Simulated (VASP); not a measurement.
# TiPd3 (P4/mmm) in VASP: notebook, part 2 of 2

VASP 6.6.1. The steps go on from the part before.

### Step 3. Electric field gradients, LDA (zz strain of +2 %)

File INCAR:

```
ALGO = Normal
EDIFF = 1E-8
ENCUT = 520
GGA = CA
ISIF = 2
ISMEAR = -1
LASPH = True
LCHARG = False
LEFG = True
LREAL = False
LWAVE = False
NBANDS = 29
NELM = 60
PREC = Accurate
SIGMA = 0.05
```

File KPOINTS:

```
k-points
0
Gamma
  11 11 11
```

File POSCAR:

```
TiPd3
1.0
    3.8200000000      0.0000000000      0.0000000000
    0.0000000000      3.8200000000      0.0000000000
    0.0000000000      0.0000000000      3.8964000000
Ti Pd
1 3
Direct
    0.0000000000      0.0000000000      0.0000000000
    0.0000000000      0.5000000000      0.5000000000
    0.5000000000      0.0000000000      0.5000000000
    0.5000000000      0.5000000000      0.0000000000
```

Potentials or basis: VASP PAW LDA potentials, release 64 (Ti_sv, Pd).

Command:

```
> cat potpaw_LDA.64/Ti_sv/POTCAR potpaw_LDA.64/Pd/POTCAR > POTCAR
> mpirun -np 1 vasp_std > vasp.out
```

OUTCAR:

```text
EDIFF = 1E-8
   ENCUT = 520
   GGA = CA
   ISIF = 2
   ISMEAR = -1
   LASPH = True
   LREAL = False
   NELM = 60
   PREC = Accurate

 ion  position               nearest neighbor table
   1  0.000  0.000  0.000-   4 2.70   4 2.70   4 2.70   4 2.70   3 2.73   2 2.73   3 2.73   2 2.73
                             3 2.73   2 2.73   3 2.73   2 2.73
   2  0.000  0.500  0.500-   3 2.70   3 2.70   3 2.70   3 2.70   4 2.73   1 2.73   1 2.73   1 2.73
                             4 2.73   4 2.73   4 2.73   1 2.73
   3  0.500  0.000  0.500-   2 2.70   2 2.70   2 2.70   2 2.70   4 2.73   1 2.73   4 2.73   4 2.73
                             1 2.73   4 2.73   1 2.73   1 2.73
   4  0.500  0.500  0.000-   1 2.70   1 2.70   1 2.70   1 2.70   3 2.73   2 2.73   3 2.73   3 2.73
                             3 2.73   2 2.73   2 2.73   2 2.73

  LATTYP: Found a simple tetragonal cell.
 ALAT       =     3.8200000000
 C/A-ratio  =     1.0200000000

  Lattice vectors:

 A1 = (   3.8200000000,   0.0000000000,   0.0000000000)
 A2 = (   0.0000000000,   3.8200000000,   0.0000000000)
 A3 = (   0.0000000000,   0.0000000000,   3.8964000000)

Analysis of symmetry for initial positions (statically):
=====================================================================
 Subroutine PRICEL returns:
 Original cell was already a primitive cell.

[... 974 lines left out ...]
 -----------------------------------------------------------------------------------
    total drift:                                0.000000      0.000000      0.000000

  FREE ENERGIE OF THE ION-ELECTRON SYSTEM (eV)
  ---------------------------------------------------
  free  energy   TOTEN  =       -30.8062826668 eV

  energy  without entropy=      -30.7942591707  energy(sigma->0) =      -30.80027092

 Electric field gradients (V/A^2)
---------------------------------------------------------------------
 ion       V_xx      V_yy      V_zz      V_xy      V_xz      V_yz
---------------------------------------------------------------------
   1      -0.486    -0.486     0.973    -0.000    -0.000     0.000
   2     -61.476    25.662    35.814    -0.000    -0.000     0.000
   3      25.662   -61.476    35.814    -0.000    -0.000    -0.000
   4      30.150    30.150   -60.300    -0.000    -0.000    -0.000
---------------------------------------------------------------------

 Electric field gradients after diagonalization (V/A^2)
 (convention: |V_zz| > |V_xx| > |V_yy|)
----------------------------------------------------------------------
 ion       V_xx      V_yy      V_zz     asymmetry (V_yy - V_xx)/ V_zz
----------------------------------------------------------------------
   1      -0.486    -0.486     0.973       0.000
   2      35.814    25.662   -61.476       0.165
   3      35.814    25.662   -61.476       0.165
   4      30.150    30.150   -60.300       0.000
----------------------------------------------------------------------

           NMR quadrupolar parameters

 Cq : quadrupolar parameter    Cq=e*Q*V_zz/h
 eta: asymmetry parameters     (V_yy - V_xx)/ V_zz
 Q  : nuclear electric quadrupole moment in mb (millibarn)
----------------------------------------------------------------------
 ion       Cq(MHz)       eta       Q (mb)
----------------------------------------------------------------------
   1       0.002       0.000       1.000
   2      -0.149       0.165       1.000
   3      -0.149       0.165       1.000
   4      -0.146       0.000       1.000
----------------------------------------------------------------------
```

OSZICAR:

```text
N       E                     dE             d eps       ncg     rms          rms(c)
DAV:   1     0.375500657415E+03    0.37550E+03   -0.21029E+04  7308   0.159E+03
DAV:   2    -0.110598594627E+02   -0.38656E+03   -0.36947E+03  7573   0.414E+02
DAV:   3    -0.335468413476E+02   -0.22487E+02   -0.21798E+02  8876   0.100E+02
DAV:   4    -0.343011739655E+02   -0.75433E+00   -0.75160E+00  9412   0.162E+01
DAV:   5    -0.343200892415E+02   -0.18915E-01   -0.18914E-01  8698   0.253E+00    0.171E+01
DAV:   6    -0.320650061536E+02    0.22551E+01   -0.11578E+01  7688   0.311E+01    0.134E+01
DAV:   7    -0.315275402781E+02    0.53747E+00   -0.18355E+01  8210   0.311E+01    0.732E+00
DAV:   8    -0.308343203992E+02    0.69322E+00   -0.10121E+00  7866   0.927E+00    0.251E+00
DAV:   9    -0.308366671883E+02   -0.23468E-02   -0.36238E-01 10502   0.379E+00    0.154E+00
DAV:  10    -0.308073745147E+02    0.29293E-01   -0.84699E-02  8157   0.256E+00    0.344E-01
DAV:  11    -0.308069256581E+02    0.44886E-03   -0.20769E-03  8176   0.330E-01    0.235E-01
DAV:  12    -0.308064546314E+02    0.47103E-03   -0.70168E-04  8447   0.226E-01    0.118E-01
DAV:  13    -0.308062828415E+02    0.17179E-03   -0.49730E-04  8416   0.188E-01    0.165E-02
DAV:  14    -0.308062835725E+02   -0.73104E-06   -0.18834E-05  7979   0.326E-02    0.114E-02
DAV:  15    -0.308062828435E+02    0.72904E-06   -0.71074E-06  8510   0.200E-02    0.387E-03
DAV:  16    -0.308062826750E+02    0.16847E-06   -0.62512E-07  8068   0.725E-03    0.653E-04
DAV:  17    -0.308062826668E+02    0.82327E-08   -0.35400E-08  6806   0.151E-03
   1 F= -.30806283E+02 E0= -.30800271E+02  d E =-.120235E-01
```

It took 2.4 min on 1 thread of AMD EPYC 7R13 (Zen 3), shared host; peak memory 0.25 GiB.

What came out:

```yaml
Free_energy: -30.8063 eV
Pressure: -1.8 GPa
Band_gap_on_the_k_mesh: zero (bands 21 and 22 overlap by 1.29 eV)
Largest_electric_field_gradient_by_atom: Ti +1.0; Pd -61.5, -60.3 (each value once) V/Å²
```

Electric field gradients, principal values (V/Å²):
```csv
atom,least,middle,greatest (by size)
1 Ti,-0.486,-0.486,0.973
2 Pd,25.662,35.814,-61.476
3 Pd,25.662,35.814,-61.476
4 Pd,30.150,30.150,-60.300
```

Caveat: the cell differs from its parent crystal (zz strain of +2 %); without QUAD_EFG the Cq values of the log hold for a quadrupole moment of 1 mb, not for the nuclei.
